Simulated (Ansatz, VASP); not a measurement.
# One calculation of Cd, two programs

INCAR

```
SYSTEM = Cd
PREC = Accurate
ENCUT = 500
EDIFF = 1E-6
ISMEAR = -1
SIGMA = 0.15
LREAL = .False.
LASPH = .True.
NELM = 120
ALGO = Normal
ISIF = 2
LWAVE = .False.
LCHARG = .True.
GGA = PE
LELF = .True.
LVHAR = .True.
NBANDS = 12
GGA_COMPAT = .False.
```

KPOINTS

```
regular mesh
0
Gamma
  7 7 7
  0 0 0
```

Contents of POSCAR:

```
Cd
1.0
   -1.7880244685      1.7880244685      1.7880244685
    1.7880244685     -1.7880244685      1.7880244685
    1.7880244685      1.7880244685     -1.7880244685
Cd
1
Direct
    0.0000000000      0.0000000000      0.0000000000
```

Input for Ansatz:

```yaml
crystal:
  lattice:
    - [-1.7880244685283377, 1.7880244685283377, 1.7880244685283377]
    - [1.7880244685283377, -1.7880244685283377, 1.7880244685283377]
    - [1.7880244685283377, 1.7880244685283377, -1.7880244685283377]
  atoms:
    - { symbol: Cd, position: [-6.578970368458645e-35, 5.098702035555449e-34, 3.7829079618637196e-34] }
basis:
  ecutwfc: 421.77648681281397
kpoints:
  mp_grid:
    grid: [7, 7, 7]
hamiltonian:
  xc: pbe
scf:
  occupations:
    method: fermi_dirac
    width: 0.15
output:
  forces: true
  stress: true
```

Alike in both runs: task single point; functional PBE; k mesh 7 × 7 × 7; occupations fermi-dirac, width 0.15 eV; no spin polarisation.

|  | VASP | Ansatz |
| --- | --- | --- |
| version | VASP 6.6.1 | Ansatz 0.2.0 |
| potentials or method | VASP PAW PBE potentials, release 64 (Cd), cutoff 500 eV | plane waves, PAW |
| valence electrons in the cell | 12 | 20 |

Ansatz gave:

```
pressure (GPa) : 0.8
```

What did VASP give for the same quantities?

Pressure (GPa): 1.0.

VASP's potentials hold 12 valence electrons a cell and Ansatz's 20, so a difference there can come from the potentials and not from the codes.
